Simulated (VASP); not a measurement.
Write the native input for VASP 6.6.1 that does the following.

```yaml
Task: single point
Functional: PBE
Potentials_or_basis: VASP PAW PBE potentials, release 64 (Rb_sv, Br)
Cutoff: 400 eV
k_mesh: 1 × 1 × 5
Occupations: gaussian, width 0.05 eV
Spin: no spin polarisation
Dipole_correction: no
Further_INCAR_settings: ALGO = Normal; EDIFF = 1e-06; NBANDS = 60
```

The structure of RbBr lies in POSCAR:

```
RbBr
1.0
   12.5000000000      0.0000000000      0.0000000000
    0.0000000000     16.3000000000      0.0000000000
    0.0000000000      0.0000000000      6.7842786821
Rb Br
6 6
Direct
    0.6384225356      0.5000000000      0.0000000000
    0.6314351997      0.2913937200      0.5000000000
    0.6314351997      0.7086062800      0.5000000000
    0.3615774644      0.5000000000      0.5000000000
    0.3685648003      0.2913937200      0.0000000000
    0.3685648003      0.7086062800      0.0000000000
    0.3575181153      0.5000000000      0.0000000000
    0.3607829200      0.2881961445      0.5000000000
    0.3607829200      0.7118038555      0.5000000000
    0.6424818847      0.5000000000      0.5000000000
    0.6392170800      0.2881961445      0.0000000000
    0.6392170800      0.7118038555      0.0000000000
```

The input as run:

INCAR

```
PREC = Accurate
ENCUT = 400
EDIFF = 1E-6
ISMEAR = 0
SIGMA = 0.05
LREAL = False
LASPH = True
NELM = 120
ALGO = Normal
ISIF = 2
LWAVE = False
LCHARG = True
GGA = PE
LELF = True
LVHAR = True
NBANDS = 60
GGA_COMPAT = False
```

KPOINTS

```
Automatic mesh
0
Gamma
  1 1 5
```

Potentials or basis: VASP PAW PBE potentials, release 64 (Rb_sv, Br).

Run with:

```sh
$ cat potpaw_PBE.64/Rb_sv/POTCAR potpaw_PBE.64/Br/POTCAR > POTCAR
$ mpirun -np 1 vasp_std > vasp.out
```

It gave:

The largest force is 0.007 eV/Å and the band gap on the k mesh is 4.21 eV.

Run time: 4.2 min on 1 thread of Intel(R) Xeon(R) 6975P-C (Granite Rapids), with other jobs on the host, peak memory 0.9 GiB.
